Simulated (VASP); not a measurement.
Set up this calculation in VASP 6.6.1, as the native input.

```yaml
Task: single point
Functional: LDA
Potentials_or_basis: VASP PAW LDA potentials, release 64 (C)
Cutoff: 600 eV
k_mesh: 12 × 12 × 12
Occupations: gaussian, width 0.02 eV
Spin: no spin polarisation
Dipole_correction: no
Further_INCAR_settings: ALGO = Normal; EDIFF = 1e-06; NBANDS = 11
```

The structure of C lies in POSCAR:

```
C
1.0
    0.0000000000      1.7658692100      1.7658692100
    1.7658692100      0.0000000000      1.7658692100
    1.7658692100      1.7658692100      0.0000000000
C
2
Direct
    0.0000000000      0.0000000000      0.0000000000
    0.2500000000      0.2500000000      0.2500000000
```

These files were run (other wordings do the same):

INCAR

```
SYSTEM = C
PREC = Accurate
ENCUT = 600
EDIFF = 1E-6
ISMEAR = 0
SIGMA = 0.02
LREAL = .False.
LASPH = .True.
NELM = 120
ALGO = Normal
ISIF = 2
LWAVE = .False.
LCHARG = .False.
GGA = CA
NBANDS = 11
GGA_COMPAT = .False.
```

KPOINTS

```
regular mesh
0
Gamma
  12 12 12
  0 0 0
```

Potentials or basis: VASP PAW LDA potentials, release 64 (C).

The run is started by

```sh
$ cat potpaw_LDA.64/C/POTCAR > POTCAR
$ mpirun -np 1 vasp_std > vasp.out
```

Results of the run:

The pressure is 0.8 GPa and the band gap on the k mesh is 4.20 eV, indirect (least direct gap 5.63 eV).

It took 4.7 s on 1 thread of Intel(R) Xeon(R) Platinum 8559C (Emerald Rapids) (shared host), peak memory 0.11 GiB.
